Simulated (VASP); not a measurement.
Here is a VASP 6.6.1 calculation.

INCAR

```
PREC = Accurate
ENCUT = 520
EDIFF = 1E-7
ISMEAR = 0
SIGMA = 0.02
LREAL = Auto
LASPH = True
NELM = 60
ALGO = Normal
ISIF = 2
LWAVE = False
LCHARG = True
GGA = PS
LELF = True
LVHAR = True
NBANDS = 57
```

File KPOINTS:

```
regular mesh
0
Gamma
  2 2 1
```

POSCAR

```
H3C18N
1.0
    7.3980000000      0.0000000000      0.0000000000
   -3.6990000000      6.4068560000      0.0000000000
    0.0000000000      0.0000000000     13.0000000000
C N H
18 1 3
Direct
   -0.0078643031     -0.0034144673      0.0487673846
    0.2168454655      0.1089039616      0.0488362308
   -0.0055797618      0.3313795409      0.0488730000
    0.2144764336      0.4413862275      0.0488789231
   -0.0064287943      0.6623281372      0.0487478462
    0.2153625773      0.7732717888      0.0488190769
    0.3277087411     -0.0020526449      0.0488563846
    0.5477581228      0.1080298980      0.0488763846
    0.3268108080      0.3289811727      0.0488769231
    0.5486778174      0.4398795603      0.0488749231
    0.3253492902      0.6632276424      0.0488696154
    0.5500571632      0.7755793169      0.0488777692
    0.6601181591     -0.0043189671      0.0488794615
    0.8820392164      0.1066356104      0.0488624615
    0.6587425450      0.3298770879      0.0488612308
    0.8834798396      0.4422876057      0.0488120769
    0.6610361446      0.6646337923      0.0488297692
    0.8811918324      0.7746567115      0.0487183846
    0.9606790317      0.8419109154      0.3220249231
    0.8444623833      0.7212548557      0.3626349231
    1.0012437593      0.9743061183      0.3635650769
    0.8930260658      0.8546474277      0.2557346154
```

Potentials or basis: VASP PAW PBE potentials, release 64 (C, N, H).

Run with:

```bash
$ cat potpaw_PBE.64/C/POTCAR potpaw_PBE.64/N/POTCAR potpaw_PBE.64/H/POTCAR > POTCAR
$ mpirun -np 1 vasp_std > vasp.out
```

(1) What does it give for the band gap on the k mesh?

(2) What does it give for the largest force?

Answers

(1) 0.22 eV.

(2) 0.034 eV/Å.

Caveat: the k points lie up to 0.49 Å⁻¹ apart; there is no dipole correction, which matters where the two faces differ; semilocal functionals underestimate gaps, and a narrow one can read as zero; the PAW data sets were made with another functional, which shifts forces and pressure a little.
